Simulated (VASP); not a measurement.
# Ti (Im-3m) in VASP: notebook, part 3 of 3

VASP 6.6.1.

## 5. Relaxation of cell and atoms, LDA, target pressure 17 GPa, at which the enthalpy is minimised

This run uses another cell than the first one, of 14.08 Å³/atom, 0.984 times its volume.

The input, INCAR:

```
SYSTEM = Ti
PREC = Accurate
ENCUT = 600
EDIFF = 1E-7
ISMEAR = -1
SIGMA = 0.05
LREAL = .False.
LASPH = .True.
NELM = 100
ALGO = Normal
ISIF = 3
LWAVE = .False.
LCHARG = .False.
GGA = CA
IBRION = 2
NSW = 32
EDIFFG = -0.005
PSTRESS = 170.0
```

The input, KPOINTS:

```
Automatic mesh
0
Gamma
  18 18 18
  0 0 0
```

The input, POSCAR:

```
Ti
1.0
   -1.5211925029      1.5211925029      1.5211925029
    1.5211925029     -1.5211925029      1.5211925029
    1.5211925029      1.5211925029     -1.5211925029
Ti
1
Direct
    0.0000000000      0.0000000000      0.0000000000
```

Potentials or basis: VASP PAW LDA potentials, release 64 (Ti_sv).

On the command line:

```console
$ cat potpaw_LDA.64/Ti_sv/POTCAR > POTCAR
$ mpirun -np 1 vasp_std > vasp.out
```

OUTCAR:

```text
SYSTEM = Ti
   PREC = Accurate
   ENCUT = 600
   EDIFF = 1E-7
   ISMEAR = -1
   LREAL = .False.
   LASPH = .True.
   NELM = 100
   ISIF = 3
   GGA = CA
   IBRION = 2
   NSW = 32
   EDIFFG = -0.005
   PSTRESS = 170.0

 ion  position               nearest neighbor table
   1  0.000  0.000  0.000-

  LATTYP: Found a body centered cubic cell.
 ALAT       =     3.0423850058

  Lattice vectors:

 A1 = (  -1.5211925029,   1.5211925029,   1.5211925029)
 A2 = (   1.5211925029,  -1.5211925029,   1.5211925029)
 A3 = (   1.5211925029,   1.5211925029,  -1.5211925029)

Analysis of symmetry for initial positions (statically):
=====================================================================
 Subroutine PRICEL returns:
 Original cell was already a primitive cell.

 Routine SETGRP: Setting up the symmetry group for a
 body centered cubic supercell.

 Subroutine GETGRP returns: Found 48 space group operations
 (whereof 48 operations were pure point group operations)
 out of a pool of 48 trial point group operations.

The static configuration has the point symmetry O_h .

Analysis of symmetry for dynamics (positions and initial velocities):
=====================================================================
 Subroutine PRICEL returns:
 Original cell was already a primitive cell.

 Routine SETGRP: Setting up the symmetry group for a
 body centered cubic supercell.

 Subroutine GETGRP returns: Found 48 space group operations
 (whereof 48 operations were pure point group operations)
 out of a pool of 48 trial point group operations.

The dynamic configuration has the point symmetry O_h .

 Subroutine INISYM returns: Found 48 space group operations
 (whereof 48 operations are pure point group operations),
 and found     1 'primitive' translations

----------------------------------------------------------------------------------------

                                     Primitive cell

  volume of cell :      14.0803

  direct lattice vectors                    reciprocal lattice vectors
    -1.521192503  1.521192503  1.521192503     0.000000000  0.328689498  0.328689498
     1.521192503 -1.521192503  1.521192503     0.328689498  0.000000000  0.328689498
     1.521192503  1.521192503 -1.521192503     0.328689498  0.328689498  0.000000000

  length of vectors
     2.634782703  2.634782703  2.634782703     0.464837146  0.464837146  0.464837146

  position of ions in fractional coordinates (direct lattice)
     0.000000000  0.000000000  0.000000000

  ion indices of the primitive-cell ions
   primitive index   ion index
                 1           1

----------------------------------------------------------------------------------------

 KPOINTS: Automatic mesh

Automatic generation of k-mesh.
 Grid dimensions read from file:
 generate k-points for:   18   18   18

 Generating k-lattice:

  Cartesian coordinates                     Fractional coordinates (reciprocal lattice)
     0.000000000  0.018260528  0.018260528     0.055555556  0.000000000  0.000000000
     0.018260528  0.000000000  0.018260528     0.000000000  0.055555556  0.000000000
     0.018260528  0.018260528  0.000000000     0.000000000  0.000000000  0.055555556

  Length of vectors
     0.025824286  0.025824286  0.025824286

  Shift w.r.t. Gamma in fractional coordinates (k-lattice)
     0.000000000  0.000000000  0.000000000

 Subroutine IBZKPT returns following result:
 ===========================================

 Found    195 irreducible k-points:

 Following reciprocal coordinates:
            Coordinates               Weight
  0.000000  0.000000  0.000000      1.000000
  0.055556  0.000000  0.000000     12.000000
  0.111111  0.000000  0.000000     12.000000
  0.166667  0.000000  0.000000     12.000000
  0.222222  0.000000  0.000000     12.000000
  0.277778  0.000000  0.000000     12.000000
[... 16 lines left out ...]
  0.333333  0.111111 -0.000000     48.000000
  0.388889  0.111111 -0.000000     48.000000
 [... further k-points ...]
   k-points           NKPTS =    195   k-points in BZ     NKDIM =    195   number of bands    NBANDS=     10
   number of dos      NEDOS =    301   number of ions     NIONS =      1
   total plane-waves  NPLWV =  13824
   dimension x,y,z NGX =    24 NGY =   24 NGZ =   24
   dimension x,y,z NGXF=    48 NGYF=   48 NGZF=   48
   ions per type =               1
   NGX,Y,Z   is equivalent  to a cutoff of  15.14, 15.14, 15.14 a.u.
   NGXF,Y,Z  is equivalent  to a cutoff of  30.29, 30.29, 30.29 a.u.
 SYSTEM =  Ti
   PREC   = accura    normal or accurate (medium, high low for compatibility)
   ISTART =      0    job   : 0-new  1-cont  2-samecut
   ICHARG =      2    charge: 1-file 2-atom 10-const
   ISPIN  =      1    spin polarized calculation?
   LNONCOLLINEAR =      F non collinear calculations
   LSORBIT =      F    spin-orbit coupling
   LASPH  =      T    aspherical Exc in radial PAW
   ENCUT  =  600.0 eV  44.10 Ry    6.64 a.u.   5.26  5.26  5.26*2*pi/ulx,y,z
   NELM   =    100;   NELMIN=  2; NELMDL= -5     # of ELM steps
   EDIFF  = 0.1E-06   stopping-criterion for ELM
   LREAL  =      F    real-space projection
   EDIFFG = -.5E-02   stopping-criterion for IOM
   NSW    =     32    number of steps for IOM
   IBRION =      2    ionic relax: 0-MD 1-quasi-New 2-CG
   NFREE  =      1    steps in history (QN), initial steepest desc. (CG)
   ISIF   =      3    stress and relaxation
   ISYM   =      2    0-nonsym 1-usesym 2-fastsym
   POTIM  = 0.5000    time-step for ionic-motion
   TEBEG  =    0.0;   TEEND  =   0.0 temperature during run
   PSTRESS=  170.0 pullay stress
   NELECT =      12.0000    total number of electrons
   NUPDOWN=      -1.0000    fix difference up-down
   EMIN   =  10.00;   EMAX   =-10.00  energy-range for DOS
   EFERMI =   0.00;   METHOD = LEGACY
   ISMEAR =    -1;   SIGMA  =   0.05  broadening in eV -4-tet -1-fermi 0-gaus
   EFERMI_NEDOS =   21; number of points for ismear=-14 and -15
   IALGO  =     38    algorithm
   IMIX   =      4    mixing-type and parameters
     AMIX     =   0.40;   BMIX     =  1.00
     AMIX_MAG =   1.60;   BMIX_MAG =  1.00
  volume/ion in A,a.u.               =      14.08        95.02
  Fermi-wavevector in a.u.,A,eV,Ry     =   1.552141  2.933121 32.778348  2.409141
  Thomas-Fermi vector in A             =   2.656559
   LORBIT       =      0    0 simple, 1 ext, 2 COOP (PROOUT), +10 PAW based schemes
   GGA     = CA    functional components
   LHFCALC =     F    Hartree Fock is set to
   AEXX    =    0.0000 exact exchange contribution
   IVDW    =     0    specifies the selected vdW correction
   LEPSILON=     F    determine dielectric tensor
   LRPA    =     F    only Hartree local field effects (RPA)
 conjugate gradient relaxation of ions
 non-spin polarized calculation
  energy-cutoff  :      600.00
  volume of cell :       14.08
 maximum number of plane-waves:       480
 NGX is ok and might be reduce to    24
   NGX = 11   NGY = 11   NGZ = 11

--------------------------------------- Ionic step        1  -------------------------------------------

 number of electron      12.0000003 magnetization

 Free energy of the ion-electron system (eV)
  ---------------------------------------------------
  ext. energy  EPLUGINS =         0.00000000
  ---------------------------------------------------
  free energy    TOTEN  =        -8.38379311 eV

  energy without entropy =       -8.37061780  energy(sigma->0) =       -8.37720546

------------------------ aborting loop because EDIFF is reached ----------------------------------------

  FORCE on cell =-STRESS in cart. coord.  units (eV):
  Direction    XX          YY          ZZ          XY          YZ          ZX
  --------------------------------------------------------------------------------------
  -------------------------------------------------------------------------------------
  Total        1.4652860      1.4652860      1.4652860     -0.0000000      0.0000000      0.0000000
  in kB      166.7325791    166.7325791    166.7325791     -0.0000000      0.0000000      0.0000000
  external PRESSURE =      -3.2674209 kB  Pullay stress =     170.0000000 kB
[... 61 lines left out ...]
--------------------------------------- Ionic step        3  -------------------------------------------

 number of electron      12.0000003 magnetization

 Free energy of the ion-electron system (eV)
  ---------------------------------------------------
  ext. energy  EPLUGINS =         0.00000000
  ---------------------------------------------------
  free energy    TOTEN  =        -8.38046622 eV

  energy without entropy =       -8.36738330  energy(sigma->0) =       -8.37392476

 E-fermi :  10.2431     XC(G=0): -12.8299

 val. band max:       10.2339341747   @ k =   0.2778   0.2222   0.0556
 cond. band min:      10.2441648755   @ k =   0.1667   0.1111   0.0556
 fundamental gap:      0.0102307008
 Fermi energy:        10.2430823206

 k-point     1 :       0.0000    0.0000    0.0000
  band No.  band energies     occupation
      1     -45.2524      2.00000
      2     -21.1078      2.00000
      3     -21.1078      2.00000
      4     -21.1078      2.00000
      5       4.0250      2.00000
      6      11.3561      0.00000
      7      11.3561      0.00000
      8      11.3561      0.00000
      9      13.6483      0.00000
     10      13.6483      0.00000
[... 287 lines left out ...]
 k-point    24 :       0.3889    0.1111   -0.0000
  band No.  band energies     occupation
      1     -44.9344      2.00000
      2     -22.3648      2.00000
      3     -21.5518      2.00000
      4     -21.1794      2.00000
      5       7.5611      2.00000
      6       9.6141      1.99999
      7      11.3715      0.00000
      8      13.5906      0.00000
      9      14.3493      0.00000
     10      16.2233      0.00000

 [... further k-points ...]
[... 5 lines left out ...]
  --------------------------------------------------------------------------------------
  -------------------------------------------------------------------------------------
  Total        1.4913951      1.4913951      1.4913951      0.0000000     -0.0000000      0.0000000
  in kB      170.0862355    170.0862355    170.0862355      0.0000000     -0.0000000      0.0000000
  external PRESSURE =       0.0862355 kB  Pullay stress =     170.0000000 kB
[... 20 lines left out ...]
  energy  without entropy=       -8.3673833049  energy(sigma->0) =       -8.37392476

  enthalpy is  TOTEN    =        -6.8898272680 eV   P V=        1.4906389488

 reached required accuracy - stopping structural energy minimisation
```

It took 23 s on 1 thread of Intel Xeon 6975P-C (Granite Rapids), shared host; peak memory 0.16 GiB.

What came out:

* Free energy: -8.3805 eV
* Relaxed volume: 14.05 Å³/atom
* Relaxed cell: a = 2.633 Å, b = 2.633 Å, c = 2.633 Å, α = 109.47°, β = 109.47°, γ = 109.47°
* Space group after relaxing (to 0.05 Å): Im-3m (No. 229)
* Energy change on relaxing (the enthalpy is what falls): +3.3 meV/atom
* Ionic steps: 3
* Pressure after relaxing: 17.0 GPa
* Band gap on the k mesh: zero (band 6 reaches 11.36 eV, above the bottom of band 7 at 9.50 eV)

Step by step:
```tsv
step	energy change (eV)	largest force (eV/Å)	pressure (GPa)	volume (Å³)
1	0.0000	0.0000	16.67	14.08
2	0.0062	0.0000	17.33	14.02
3	0.0033	0.0000	17.01	14.05
```

Final structure:
```
Ti
1.0
    -1.52005    1.52005    1.52005
     1.52005   -1.52005    1.52005
     1.52005    1.52005   -1.52005
Ti
1
Direct
  0.00000 0.00000 0.00000
```

Levels at points of the mesh, in eV from the Fermi level:
| k point | band 3 | band 4 | band 5 | band 6 | band 7 | band 8 | band 9 | band 10 |
| --- | --- | --- | --- | --- | --- | --- | --- | --- |
| (0.00, 0.00, 0.00) | -31.35 | -31.35 | -6.22 | 1.11 | 1.11 | 1.11 | 3.41 | 3.41 |
| (0.50, 0.00, 0.00) | -31.75 | -31.37 | -3.02 | -0.71 | 2.11 | 3.45 | 3.90 | 5.53 |
| (0.50, 0.50, 0.50) | -32.24 | -32.24 | -2.94 | -2.94 | 5.04 | 5.04 | 5.04 | 10.35 |

Caveat: the cell is relaxed towards a set pressure, so the enthalpy falls and the energy may rise.

## 6. Summary

| task | cell | cutoff (eV) | gap on the mesh (eV) | pressure (GPa) |
| --- | --- | --- | --- | --- |
| relaxation of cell and atoms | relaxed to 17 GPa from a = 2.649 Å, angles 109.5°, 1 atom | 600 | none | 17.0 |
| single point | a = 2.635 Å, angles 109.5°, 1 atom | 520 | none | 16.7 |
| relaxation of cell and atoms | relaxed to 17 GPa from a = 2.635 Å, angles 109.5°, 1 atom | 600 | none | 17.0 |

Alike in all rows: level LDA; potentials or basis VASP PAW LDA potentials, release 64 (Ti_sv); no spin polarisation; k mesh 18 × 18 × 18; smearing fermi-dirac 0.05 eV.

Caveats: the cell is relaxed towards a set pressure, so the enthalpy falls and the energy may rise (some runs).

Absolute energies hang on the potentials; compare differences alone.
